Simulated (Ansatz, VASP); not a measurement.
# SnO: VASP beside Ansatz

```
Sn O
1.0
     3.82220    0.00000    0.00000
     0.00000    3.82220    0.00000
     0.00000    0.00000    4.42340
Sn O
2 2
Direct
  0.00000 0.50000 0.24560
  0.50000 0.00000 0.75440
  0.00000 0.00000 0.00000
  0.50000 0.50000 0.00000
```

Alike in both runs: task single point; functional LDA; k mesh 10 × 10 × 8; occupations gaussian, width 0.15 eV; no spin polarisation.

|  | VASP | Ansatz |
| --- | --- | --- |
| version | VASP 6.6.1 | Ansatz 0.2.0 |
| potentials or method | VASP PAW LDA potentials, release 64 (Sn_d, O_h), cutoff 1340 eV | scalar-relativistic, plane waves, PAW |
| valence electrons in the cell | 40 | 40 |

VASP gave:

| Quantity | Value |
| --- | --- |
| gap on the k mesh at the Fermi level (eV) | none |
| pressure (GPa) | 1.7 |
| traceless stress, the component that is largest in VASP (GPa) | 2.96 |
| rms of the force components (eV/Å) | 0.262 |

**Question.** Estimate Ansatz's values.

**Answer.** gap on the k mesh at the Fermi level (eV): none; pressure (GPa): 1.2; traceless stress, the component that is largest in VASP (GPa): 3.01; rms of the force components (eV/Å): 0.209.

Ansatz warns that its potentials were made for another functional, while VASP's fit it. LDA's correlation is that of Perdew and Zunger in VASP and of Perdew and Wang (1992) in Ansatz. Atom by atom the forces differ by 0.052 eV/Å (rms over components). A gap of «none» marks a metal or a gap that the smearing closes.
